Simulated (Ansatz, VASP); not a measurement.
BN: VASP beside Ansatz

```
CELL_PARAMETERS angstrom
0.00000 1.81300 1.81300
1.81300 0.00000 1.81300
1.81300 1.81300 0.00000
ATOMIC_POSITIONS crystal
B 0.00000 0.00000 0.00000
N 0.75000 0.75000 0.75000
```

Alike in both runs: task single point; functional PBE; k mesh 8 × 8 × 8; no spin polarisation; Hubbard terms N p U = 5.1 eV.

|  | VASP | Ansatz |
| --- | --- | --- |
| version | VASP 6.6.1 | Ansatz 0.2.0 |
| potentials or method | VASP PAW PBE potentials, release 64 (B, N), cutoff 600 eV | scalar-relativistic, plane waves, PAW |
| occupations | gaussian, width 0.01 eV | fixed |
| valence electrons in the cell | 8 | 8 |

|  | VASP | Ansatz | Ansatz less VASP |
| --- | --- | --- | --- |
| gap on the k mesh at the Fermi level (eV) | 4.36 | 5.14 | +0.787 |
| least direct gap on the mesh (eV) | 8.71 | 9.28 | +0.579 |
| pressure (GPa) | 2.0 | -4.8 | -6.80 |

The programs project onto different local orbitals, so the same U acts differently, and such runs can settle in different states.
